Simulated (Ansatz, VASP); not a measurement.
**K in VASP and in Ansatz**

File INCAR:

```
SYSTEM = K
PREC = Accurate
ENCUT = 520
EDIFF = 1E-6
ISMEAR = 0
SIGMA = 0.1
LREAL = .FALSE.
LASPH = .TRUE.
NELM = 100
ALGO = Fast
ISIF = 2
LWAVE = .FALSE.
LCHARG = .FALSE.
GGA = PE
NBANDS = 30
```

Contents of KPOINTS:

```
regular mesh
0
G
  6 6 4
  0 0 0
```

The input POSCAR:

```
K
1.0
    3.7212814800     -5.5516752400      0.0000000000
    3.7212814800      5.5516752400      0.0000000000
    0.0000000000      0.0000000000      8.5363480800
K
5
Direct
    0.5000000000      0.0000000000      0.2633624237
    0.0000000000      0.5000000000      0.7366375763
    0.0000000000      0.5000000000      0.2633624237
    0.5000000000      0.0000000000      0.7366375763
    0.0000000000      0.0000000000      0.0000000000
```

Input for Ansatz:

```yaml
crystal:
  lattice:
    - [3.72128148, -5.55167524, 0.0]
    - [3.72128148, 5.55167524, 0.0]
    - [0.0, 0.0, 8.53634808]
  atoms:
    - { symbol: K, position: [0.5, 0.0, 0.2633624237] }
    - { symbol: K, position: [0.0, 0.5, 0.7366375763] }
    - { symbol: K, position: [0.0, 0.5, 0.2633624237] }
    - { symbol: K, position: [0.5, 0.0, 0.7366375763] }
    - { symbol: K, position: [0.0, 0.0, 0.0] }
basis:
  ecutwfc: 420
kpoints:
  mp_grid: { grid: [6, 6, 4] }
hamiltonian:
  xc: pbe
scf:
  occupations: { method: gaussian, width: 0.1 }
output:
  forces: true
  stress: true
  eigenvalues: true
```

Alike in both runs: task single point; functional PBE; k mesh 6 × 6 × 4; occupations gaussian, width 0.1 eV; no spin polarisation.

```csv
,VASP,Ansatz
version,VASP 6.6.1,Ansatz 0.2.0
potentials or method,"VASP PAW PBE potentials, release 64 (K_sv), cutoff 520 eV","scalar-relativistic, plane waves, PAW"
valence electrons in the cell,45,45
```

Ansatz gave:

```
gap on the k mesh at the Fermi level (eV)                     : none
pressure (GPa)                                                : 1.1
traceless stress, the component that is largest in VASP (GPa) : 0.90
rms of the force components (eV/Å)                            : 0.043
```

**Question.** Which values does VASP return?

**Answer.** gap on the k mesh at the Fermi level (eV): none; pressure (GPa): 1.1; traceless stress, the component that is largest in VASP (GPa): 0.90; rms of the force components (eV/Å): 0.042.

Atom by atom the forces differ by 0.001 eV/Å (rms over components). A gap of «none» marks a metal or a gap that the smearing closes. With one functional, cell and mesh, what is left measures potentials, basis and numerics.
